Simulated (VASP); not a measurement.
# HfO2 (Fm-3m) in VASP: notebook

Runs on HfO2. Level: LDA. Tasks: relaxation of cell and atoms, single point.

All numbers are computed with VASP 6.6.1; they aren't measurements. Logs are shortened: lines on timing, memory, paths and dates and some standing lists are left out, and cuts for length are marked.

## 1. The cell of the first run

It takes space group Fm-3m (No. 225, cubic). Conventional cell: a = 5.001 Å, b = 5.001 Å, c = 5.001 Å, α = 90.00°, β = 90.00°, γ = 90.00°. Hf (site symmetry m-3m) has 8 O at 2.17 Å within 2.9 Å. O (site symmetry -43m) has 4 Hf at 2.17 Å and 6 O at 2.50 Å within 2.9 Å.

## 2. Relaxation of cell and atoms, LDA, target pressure 6 GPa, at which the enthalpy is minimised

INCAR

```
  PREC = Accurate
  ENCUT = 600
  EDIFF = 1E-7
  ISMEAR = 0
  SIGMA = 0.01
  LREAL = F
  LASPH = T
  NELM = 120
  ALGO = Normal
  ISIF = 3
  LWAVE = F
  LCHARG = F
  GGA = CA
  IBRION = 2
  NSW = 80
  EDIFFG = -0.001
  PSTRESS = 60.0
  GGA_COMPAT = F
  NELMIN = 4
```

KPOINTS

```
Automatic mesh
0
Gamma
  8 8 8
```

POSCAR

```
HfO2
1.0
    0.0000000000      2.5004917822      2.5004917822
    2.5004917822      0.0000000000      2.5004917822
    2.5004917822      2.5004917822      0.0000000000
Hf O
1 2
Direct
    0.0000000000      0.0000000000      0.0000000000
    0.2500000000      0.2500000000      0.2500000000
    0.7500000000      0.7500000000      0.7500000000
```

Potentials or basis: VASP PAW LDA potentials, release 64 (Hf_pv, O).

On the command line:

```
> cat potpaw_LDA.64/Hf_pv/POTCAR potpaw_LDA.64/O/POTCAR > POTCAR
> mpirun -np 1 vasp_std > vasp.out
```

OUTCAR:

```text
PREC = Accurate
   ENCUT = 600
   EDIFF = 1E-7
   ISMEAR = 0
   LREAL = F
   LASPH = T
   NELM = 120
   ISIF = 3
   GGA = CA
   IBRION = 2
   NSW = 80
   EDIFFG = -0.001
   PSTRESS = 60.0
   NELMIN = 4

 ion  position               nearest neighbor table
   1  0.000  0.000  0.000-   3 2.17   3 2.17   3 2.17   2 2.17   3 2.17   2 2.17   2 2.17   2 2.17

   2  0.250  0.250  0.250-   1 2.17   1 2.17   1 2.17   1 2.17
   3  0.750  0.750  0.750-   1 2.17   1 2.17   1 2.17   1 2.17

  LATTYP: Found a face centered cubic cell.
 ALAT       =     5.0009835644

  Lattice vectors:

 A1 = (   0.0000000000,   2.5004917822,   2.5004917822)
 A2 = (   2.5004917822,   0.0000000000,   2.5004917822)
 A3 = (   2.5004917822,   2.5004917822,   0.0000000000)

Analysis of symmetry for initial positions (statically):
=====================================================================
 Subroutine PRICEL returns:
 Original cell was already a primitive cell.

 Routine SETGRP: Setting up the symmetry group for a
 face centered cubic supercell.

 Subroutine GETGRP returns: Found 48 space group operations
 (whereof 48 operations were pure point group operations)
 out of a pool of 48 trial point group operations.

The static configuration has the point symmetry O_h .

Analysis of symmetry for dynamics (positions and initial velocities):
=====================================================================
 Subroutine PRICEL returns:
 Original cell was already a primitive cell.

 Routine SETGRP: Setting up the symmetry group for a
 face centered cubic supercell.

 Subroutine GETGRP returns: Found 48 space group operations
 (whereof 48 operations were pure point group operations)
 out of a pool of 48 trial point group operations.

The dynamic configuration has the point symmetry O_h .

 Subroutine INISYM returns: Found 48 space group operations
 (whereof 48 operations are pure point group operations),
 and found     1 'primitive' translations

----------------------------------------------------------------------------------------

                                     Primitive cell

  volume of cell :      31.2684

  direct lattice vectors                    reciprocal lattice vectors
     0.000000000  2.500491782  2.500491782    -0.199960665  0.199960665  0.199960665
     2.500491782  0.000000000  2.500491782     0.199960665 -0.199960665  0.199960665
     2.500491782  2.500491782  0.000000000     0.199960665  0.199960665 -0.199960665
[... 105 lines left out ...]
     AMIX     =   0.40;   BMIX     =  1.00
     AMIX_MAG =   1.60;   BMIX_MAG =  1.00
  volume/ion in A,a.u.               =      10.42        70.34
  Fermi-wavevector in a.u.,A,eV,Ry     =   1.456063  2.751561 28.845994  2.120121
  Thomas-Fermi vector in A             =   2.573025
   LORBIT       =      0    0 simple, 1 ext, 2 COOP (PROOUT), +10 PAW based schemes
   GGA     = CA    functional components
   LHFCALC =     F    Hartree Fock is set to
   AEXX    =    0.0000 exact exchange contribution
   IVDW    =     0    specifies the selected vdW correction
   LEPSILON=     F    determine dielectric tensor
   LRPA    =     F    only Hartree local field effects (RPA)
 conjugate gradient relaxation of ions
 non-spin polarized calculation
 Gauss-broadening in eV      SIGMA  =   0.01
  energy-cutoff  :      600.00
  volume of cell :       31.27
 maximum number of plane-waves:      1056
   NGX = 15   NGY = 15   NGZ = 15

--------------------------------------- Ionic step        1  -------------------------------------------

 number of electron      22.0000000 magnetization

 Free energy of the ion-electron system (eV)
  ---------------------------------------------------
  ext. energy  EPLUGINS =         0.00000000
  ---------------------------------------------------
  free energy    TOTEN  =       -33.07410489 eV

  energy without entropy =      -33.07410489  energy(sigma->0) =      -33.07410489

------------------------ aborting loop because EDIFF is reached ----------------------------------------

  FORCE on cell =-STRESS in cart. coord.  units (eV):
  Direction    XX          YY          ZZ          XY          YZ          ZX
  --------------------------------------------------------------------------------------
  -------------------------------------------------------------------------------------
  Total       -0.6841890     -0.6841890     -0.6841890     -0.0000000     -0.0000000      0.0000000
  in kB      -35.0574541    -35.0574541    -35.0574541     -0.0000000     -0.0000000      0.0000000
  external PRESSURE =     -95.0574541 kB  Pullay stress =      60.0000000 kB
[... 104 lines left out ...]
--------------------------------------- Ionic step        4  -------------------------------------------

 number of electron      22.0000009 magnetization

 Free energy of the ion-electron system (eV)
  ---------------------------------------------------
  ext. energy  EPLUGINS =         0.00000000
  ---------------------------------------------------
  free energy    TOTEN  =       -33.06714826 eV

  energy without entropy =      -33.06714826  energy(sigma->0) =      -33.06714826

 E-fermi :   4.8530     XC(G=0): -12.7007

 val. band max:        4.7153020058   @ k =   0.5000   0.5000   0.0000
 cond. band min:       8.5042933984   @ k =   0.5000   0.5000   0.0000
 fundamental gap:      3.7889913926
 Fermi energy:         4.8529544777

 k-point     1 :       0.0000    0.0000    0.0000
  band No.  band energies     occupation
      1     -24.4560      2.00000
      2     -24.4560      2.00000
      3     -24.4560      2.00000
      4     -14.2338      2.00000
      5     -10.6852      2.00000
      6      -1.1640      2.00000
      7      -1.1640      2.00000
      8      -1.1640      2.00000
      9       4.0667      2.00000
     10       4.0667      2.00000
     11       4.0667      2.00000
     12       8.5629      0.00000
     13       8.5629      0.00000
     14      10.9988      0.00000
[... 401 lines left out ...]
      2     -24.7095      2.00000
      3     -24.5678      2.00000
      4     -12.3735      2.00000
      5     -11.6281      2.00000
      6      -0.5583      2.00000
      7      -0.0873      2.00000
      8       0.8662      2.00000
      9       2.3586      2.00000
     10       3.2480      2.00000
     11       3.4081      2.00000
     12       9.3976      0.00000
     13       9.8749      0.00000
     14      12.3540      0.00000
     15      13.3947      0.00000

 [... further k-points ...]

------------------------ aborting loop because EDIFF is reached ----------------------------------------

  FORCE on cell =-STRESS in cart. coord.  units (eV):
  Direction    XX          YY          ZZ          XY          YZ          ZX
  --------------------------------------------------------------------------------------
  -------------------------------------------------------------------------------------
  Total        1.1352226      1.1352226      1.1352226      0.0000000      0.0000000      0.0000000
  in kB       60.0831275     60.0831275     60.0831275      0.0000000      0.0000000      0.0000000
  external PRESSURE =       0.0831275 kB  Pullay stress =      60.0000000 kB
[... 22 lines left out ...]
  energy  without entropy=      -33.0671482606  energy(sigma->0) =      -33.06714826

  enthalpy is  TOTEN    =       -31.9334962420 eV   P V=        1.1336520186

 reached required accuracy - stopping structural energy minimisation
```

OSZICAR:

```text
N       E                     dE             d eps       ncg     rms          rms(c)
DAV:   1     0.102394401958E+03    0.10239E+03   -0.14043E+04   870   0.163E+03
DAV:   2    -0.349018332626E+02   -0.13730E+03   -0.13444E+03  1129   0.335E+02
DAV:   3    -0.386486924885E+02   -0.37469E+01   -0.37444E+01  1164   0.539E+01
[... 36 lines left out ...]
DAV:   1    -0.330671920329E+02    0.66972E-03   -0.10997E-03   968   0.327E-01    0.115E-01
DAV:   2    -0.330671551091E+02    0.36924E-04   -0.16574E-04   947   0.100E-01    0.368E-02
DAV:   3    -0.330671494705E+02    0.56386E-05   -0.83457E-06  1031   0.268E-02    0.250E-02
DAV:   4    -0.330671482698E+02    0.12007E-05   -0.41269E-06  1080   0.178E-02    0.171E-02
DAV:   5    -0.330671482606E+02    0.91577E-08   -0.29480E-07   989   0.411E-03
   4 F= -.31933496E+02 E0= -.31933496E+02  d E =-.303646E-01
```

CONTCAR:

```text
HfO2
   1.00000000000000
    -0.0000000000000000    2.4736392725606420    2.4736392725606420
     2.4736392725606420   -0.0000000000000000    2.4736392725606420
     2.4736392725606420    2.4736392725606420    0.0000000000000000
  Hf              O
     1     2
Direct
     0.0000000000000000    1.0000000000000000    0.0000000000000000
     0.2500000000000000    0.2500000000000000    0.2500000000000000
     0.7500000000000000    0.7500000000000000    0.7500000000000000

  0.00000000E+00  0.00000000E+00  0.00000000E+00
  0.00000000E+00  0.00000000E+00  0.00000000E+00
  0.00000000E+00  0.00000000E+00  0.00000000E+00
```

Wall time 46 s (1 thread of AMD EPYC 7R43 (Zen 3), shared host); peak memory 0.13 GiB.

What came out:

```yaml
Free_energy: -33.0671 eV
Relaxed_volume: 10.09 Å³/atom
Relaxed_cell: a = 3.498 Å, b = 3.498 Å, c = 3.498 Å, α = 60.00°, β = 60.00°, γ = 60.00°
Space_group_after_relaxing_to_0.1_Å: Fm-3m (No. 225)
Energy_change_on_relaxing_the_run_minimises_the_enthalpy: +2.3 meV/atom
Ionic_steps: 4
Pressure_after_relaxing: 6.0 GPa
Band_gap_on_the_k_mesh: 3.79 eV
```

Step by step:
```csv
step,energy change (eV),largest force (eV/Å),pressure (GPa),volume (Å³)
1,0.0000,0.0000,-3.51,31.27
2,0.1776,0.0000,26.82,28.55
3,0.0062,0.0000,5.81,30.29
4,0.0070,0.0000,6.01,30.27
```

Final structure:
```
CELL_PARAMETERS angstrom
0.00000 2.47364 2.47364
2.47364 0.00000 2.47364
2.47364 2.47364 0.00000
ATOMIC_POSITIONS crystal
Hf 0.00000 0.00000 0.00000
O 0.25000 0.25000 0.25000
O 0.75000 0.75000 0.75000
```

Caveat: the cell is relaxed towards a set pressure, so the run minimises the enthalpy, not the energy; spin-orbit coupling is left out, which moves the levels of the heavy elements. Zero-point motion and thermal expansion aren't in these numbers.

## 3. Single point, LDA

This run uses another cell than the first one, of 9.32 Å³/atom.

INCAR

```
  PREC = Accurate
  ENCUT = 520
  EDIFF = 1E-7
  ISMEAR = 0
  SIGMA = 0.01
  LREAL = F
  LASPH = T
  NELM = 100
  ALGO = Normal
  ISIF = 2
  LWAVE = F
  LCHARG = F
  NBANDS = 18
```

KPOINTS is that of step 2.

POSCAR

```
HfO2
1.0
    0.0000000000      2.4088594652      2.4088594652
    2.4088594652      0.0000000000      2.4088594652
    2.4088594652      2.4088594652      0.0000000000
Hf O
1 2
Direct
    0.0000000000      0.0000000000      0.0000000000
    0.2500000000      0.2500000000      0.2500000000
    0.7500000000      0.7500000000      0.7500000000
```

Potentials or basis: VASP PAW LDA potentials, release 64 (Hf_pv, O).

On the command line:

```
> cat potpaw_LDA.64/Hf_pv/POTCAR potpaw_LDA.64/O/POTCAR > POTCAR
> mpirun -np 1 vasp_std > vasp.out
```

It took 28 s on 1 thread of Intel Xeon 8259CL, shared host; peak memory 0.15 GiB.

The run converged. Its results:

* Free energy: -32.7605 eV
* Pressure: 36.1 GPa
* Band gap on the k mesh: 4.00 eV

Levels at points of the mesh, in eV from the valence-band top:
| k point | band 8 | band 9 | band 10 | band 11 | band 12 | band 13 | band 14 | band 15 |
| --- | --- | --- | --- | --- | --- | --- | --- | --- |
| (0.00, 0.00, 0.00) | -6.43 | -0.69 | -0.69 | -0.69 | 4.00 | 4.00 | 6.93 | 12.42 |
| (0.50, 0.00, 0.00) | -3.28 | -3.09 | -2.00 | -2.00 | 4.97 | 4.97 | 8.49 | 9.28 |
| (0.50, 0.50, 0.00) | -3.79 | -1.84 | -1.84 | 0.00 | 4.00 | 6.14 | 8.12 | 9.50 |

Caveat: the cell stands under pressure; spin-orbit coupling is left out, which moves the levels of the heavy elements. A k mesh can miss the band edges.

[end of part 1 of 2]
